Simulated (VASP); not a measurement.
# Ni (Fd-3m) in VASP: a series of runs, part 2 of 2

VASP 6.6.1.

## 5. Relaxation of cell and atoms, revPBE

This run uses another cell than the first one, of 14.77 Å³/atom, 0.803 times its volume.

Contents of INCAR:

```
PREC = Accurate
ENCUT = 600
EDIFF = 1E-7
ISMEAR = -1
SIGMA = 0.1
LREAL = False
LASPH = True
NELM = 80
ALGO = Normal
ISIF = 3
LWAVE = False
LCHARG = False
GGA = RE
IBRION = 2
NSW = 80
EDIFFG = -0.01
```

Contents of KPOINTS:

```
regular mesh
0
Gamma
  11 11 11
```

Contents of POSCAR:

```
Ni
1.0
    0.0000000000      2.4534603088      2.4534603088
    2.4534603088      0.0000000000      2.4534603088
    2.4534603088      2.4534603088      0.0000000000
Ni
2
Direct
    0.1250000000      0.1250000000      0.1250000000
    0.8750000000      0.8750000000      0.8750000000
```

Potentials or basis: VASP PAW PBE potentials, release 64 (Ni).

Started as:

```bash
$ cat potpaw_PBE.64/Ni/POTCAR > POTCAR
$ mpirun -np 1 vasp_std > vasp.out
```

OUTCAR:

```text
PREC = Accurate
   ENCUT = 600
   EDIFF = 1E-7
   ISMEAR = -1
   LREAL = False
   LASPH = True
   NELM = 80
   ISIF = 3
   GGA = RE
   IBRION = 2
   NSW = 80
   EDIFFG = -0.01

 ion  position               nearest neighbor table
   1  0.125  0.125  0.125-   2 2.12   2 2.12   2 2.12   2 2.12
   2  0.875  0.875  0.875-   1 2.12   1 2.12   1 2.12   1 2.12

  LATTYP: Found a face centered cubic cell.
 ALAT       =     4.9069206176

  Lattice vectors:

 A1 = (   0.0000000000,   2.4534603088,   2.4534603088)
 A2 = (   2.4534603088,   0.0000000000,   2.4534603088)
 A3 = (   2.4534603088,   2.4534603088,   0.0000000000)

Analysis of symmetry for initial positions (statically):
=====================================================================
 Subroutine PRICEL returns:
 Original cell was already a primitive cell.

 Routine SETGRP: Setting up the symmetry group for a
 face centered cubic supercell.

 Subroutine GETGRP returns: Found 48 space group operations
 (whereof 12 operations were pure point group operations)
 out of a pool of 48 trial point group operations.

The static configuration has the point symmetry D_3d.
 The point group associated with its full space group is O_h .

Analysis of symmetry for dynamics (positions and initial velocities):
=====================================================================
 Subroutine PRICEL returns:
 Original cell was already a primitive cell.

[... 190 lines left out ...]
--------------------------------------- Ionic step        2  -------------------------------------------

 number of electron      20.0000002 magnetization

 E-fermi :   3.7976     XC(G=0): -10.0920

 val. band max:        3.7974625133   @ k =  -0.3636   0.3636   0.1818
 cond. band min:       3.7996366125   @ k =   0.3636   0.1818   0.0909
 fundamental gap:      0.0021740992
 Fermi energy:         3.7976118187

 k-point     1 :       0.0000    0.0000    0.0000
  band No.  band energies     occupation
      1      -2.1024      2.00000
      2       1.5462      2.00000
      3       1.5462      2.00000
      4       1.5631      2.00000
      5       1.5631      2.00000
      6       1.5631      2.00000
      7       2.8650      1.99982
      8       2.8650      1.99982
      9       2.8650      1.99982
     10       3.7037      1.43774
     11       3.7037      1.43774
     12      14.8988      0.00000
     13      14.8988      0.00000
     14      14.8988      0.00000
[... 426 lines left out ...]
--------------------------------------- Ionic step        3  -------------------------------------------

 number of electron      20.0000014 magnetization

 Free energy of the ion-electron system (eV)
  ---------------------------------------------------
  ext. energy  EPLUGINS =         0.00000000
  ---------------------------------------------------
  free energy    TOTEN  =        -7.75029286 eV

  energy without entropy =       -7.53281725  energy(sigma->0) =       -7.64155506

 E-fermi :   4.3877     XC(G=0): -10.4204

 val. band max:        4.3876165478   @ k =   0.2727   0.1818   0.0909
 cond. band min:       4.3933702378   @ k =  -0.3636   0.3636   0.1818
 fundamental gap:      0.0057536900
 Fermi energy:         4.3877309858

 k-point     1 :       0.0000    0.0000    0.0000
  band No.  band energies     occupation
      1      -1.8377      2.00000
      2       1.9189      2.00000
      3       1.9189      2.00000
      4       1.9564      2.00000
      5       1.9564      2.00000
      6       1.9564      2.00000
      7       3.3667      1.99993
      8       3.3667      1.99993
      9       3.3667      1.99993
     10       4.2963      1.42787
     11       4.2963      1.42787
     12      16.0490      0.00000
     13      16.0490      0.00000
     14      16.0490      0.00000
[... 420 lines left out ...]
  FREE ENERGIE OF THE ION-ELECTRON SYSTEM (eV)
  ---------------------------------------------------
  free  energy   TOTEN  =        -7.7502928599 eV

  energy  without entropy=       -7.5328172519  energy(sigma->0) =       -7.64155506

 reached required accuracy - stopping structural energy minimisation
```

OSZICAR:

```text
N       E                     dE             d eps       ncg     rms          rms(c)
DAV:   1     0.101425859244E+03    0.10143E+03   -0.10498E+04  1576   0.212E+03
DAV:   2    -0.603166280727E+01   -0.10746E+03   -0.10212E+03  1574   0.298E+02
DAV:   3    -0.878939038173E+01   -0.27577E+01   -0.26952E+01  1736   0.695E+01
[... 31 lines left out ...]
DAV:   5    -0.775044813766E+01    0.10913E-01   -0.14981E-02  2174   0.113E+00    0.210E-01
DAV:   6    -0.775032144442E+01    0.12669E-03   -0.60002E-04  1628   0.317E-01    0.128E-01
DAV:   7    -0.775029109115E+01    0.30353E-04   -0.12077E-04  1904   0.157E-01    0.259E-02
DAV:   8    -0.775029285960E+01   -0.17684E-05   -0.62541E-06  1814   0.326E-02    0.501E-03
DAV:   9    -0.775029285990E+01   -0.29968E-09   -0.26153E-07  1568   0.458E-03
   3 F= -.77502929E+01 E0= -.76415551E+01  d E =-.196477E+00
```

CONTCAR:

```text
Ni
   1.00000000000000
     0.0000000000000000    2.5715610827172508    2.5715610827172508
     2.5715610827172508    0.0000000000000000    2.5715610827172508
     2.5715610827172508    2.5715610827172508    0.0000000000000000
  Ni
     2
Direct
     0.1250000000000000    0.1250000000000000    0.1250000000000000
     0.8750000000000000    0.8750000000000000    0.8750000000000000

  0.00000000E+00  0.00000000E+00  0.00000000E+00
  0.00000000E+00  0.00000000E+00  0.00000000E+00
```

Run time: 56 s. Hardware: 1 thread of Intel Xeon 6975P-C, shared host; peak memory 0.17 GiB.

What came out:

```
Free energy                            : -7.7503 eV
Relaxed volume                         : 17.01 Å³/atom
Relaxed cell                           : a = 3.637 Å, b = 3.637 Å, c = 3.637 Å, α = 60.00°, β = 60.00°, γ = 60.00°
Space group after relaxing (to 0.05 Å) : Fd-3m (No. 227)
Energy gained by relaxing              : 98.2 meV/atom
Ionic steps                            : 3
Pressure after relaxing                : 0.1 GPa
Band gap on the k mesh                 : zero (band 10 reaches 4.45 eV, above the bottom of band 11 at 4.18 eV)
```

Step by step:
| step | energy change (eV) | largest force (eV/Å) | pressure (GPa) | volume (Å³) |
| --- | --- | --- | --- | --- |
| 1 | 0.0000 | 0.0000 | 16.02 | 29.54 |
| 2 | -0.1629 | 0.0000 | -4.45 | 36.31 |
| 3 | -0.1965 | 0.0000 | 0.09 | 34.01 |

Final structure:
```
CELL_PARAMETERS angstrom
0.00000 2.57156 2.57156
2.57156 0.00000 2.57156
2.57156 2.57156 0.00000
ATOMIC_POSITIONS crystal
Ni 0.12500 0.12500 0.12500
Ni 0.87500 0.87500 0.87500
```

Levels at points of the mesh, in eV from the Fermi level:
```
           k point  band 8  band 9  band 10  band 11  band 12  band 13
(0.00, 0.00, 0.00)   -1.02   -1.02    -0.09    -0.09    11.66    11.66
```

Caveat: the volume moved by over 15 % at a fixed basis, so the end points are rough; the PAW data sets were made with another functional, which shifts forces and pressure a little; the run has no spin polarisation, though such a crystal can be magnetic. Spin polarisation is off, so any magnetic state and its effect on volume and gap are missing.

## 6. Single point, revPBE (volume scaled by 0.96)

Contents of INCAR:

```
PREC = Accurate
ENCUT = 520
EDIFF = 1E-6
ISMEAR = -1
SIGMA = 0.1
LREAL = False
LASPH = True
NELM = 80
ALGO = Normal
ISIF = 2
LWAVE = False
LCHARG = False
GGA = RE
NBANDS = 17
```

Contents of KPOINTS:

```
Automatic mesh
0
Gamma
  17 17 17
```

Contents of POSCAR:

```
Ni
1.0
    0.0000000000      2.5365557823      2.5365557823
    2.5365557823      0.0000000000      2.5365557823
    2.5365557823      2.5365557823      0.0000000000
Ni
2
Direct
    0.1250000000      0.1250000000      0.1250000000
    0.8750000000      0.8750000000      0.8750000000
```

Potentials or basis: VASP PAW PBE potentials, release 64 (Ni).

Started as:

```bash
$ cat potpaw_PBE.64/Ni/POTCAR > POTCAR
$ mpirun -np 1 vasp_std > vasp.out
```

Wall time 59 s (1 thread of Intel Xeon 6975P-C, shared host); peak memory 0.21 GiB.

It converged, with:

```
Free energy            : -7.7369 eV
Pressure               : 3.7 GPa
Band gap on the k mesh : zero (band 10 reaches 4.85 eV, above the bottom of band 11 at 4.55 eV)
```

Levels at points of the mesh, in eV from the Fermi level:
```tsv
k point	band 7	band 8	band 9	band 10	band 11	band 12	band 13	band 14
(0.00, 0.00, 0.00)	-1.08	-1.08	-1.08	-0.09	-0.09	12.03	12.03	12.03
```

Caveat: the cell differs from its parent crystal (volume scaled by 0.96); the PAW data sets were made with another functional, which shifts forces and pressure a little; the run has no spin polarisation, though such a crystal can be magnetic. Spin polarisation is off, so any magnetic state and its effect on volume and gap are missing.

## 7. The runs side by side

| task | spin | cell | k mesh | cutoff (eV) | smearing | gap on the mesh (eV) | pressure (GPa) | moment (μB) |
| --- | --- | --- | --- | --- | --- | --- | --- | --- |
| single point | collinear, ferromagnetic start | a = 3.733 Å, angles 60.0°, 2 atoms | 12 × 12 × 12 | 520 | fermi-dirac 0.05 eV | none | -5.1 | 1.59 |
| single point | collinear, ferromagnetic start | a = 3.779 Å, angles 60.0°, 2 atoms | 12 × 12 × 12 | 520 | fermi-dirac 0.05 eV | none | -6.9 | 1.60 |
| single point | off | a = 3.636 Å, angles 60.0°, 2 atoms | 11 × 11 × 11 | 520 | fermi-dirac 0.1 eV | none | 0.1 | - |
| relaxation of cell and atoms | off | relaxed from a = 3.470 Å, angles 60.0°, 2 atoms | 11 × 11 × 11 | 600 | fermi-dirac 0.1 eV | none | 0.1 | - |
| single point | off | a = 3.587 Å, angles 60.0°, 2 atoms | 17 × 17 × 17 | 520 | fermi-dirac 0.1 eV | none | 3.7 | - |

Alike in all rows: level revPBE; potentials or basis VASP PAW PBE potentials, release 64 (Ni).

Caveats: the PAW data sets were made with another functional, which shifts forces and pressure a little; the volume moved by over 15 % at a fixed basis, so the end points are rough (some runs).

Total energies depend on the potentials used, so only differences within one code and one set of settings carry meaning.
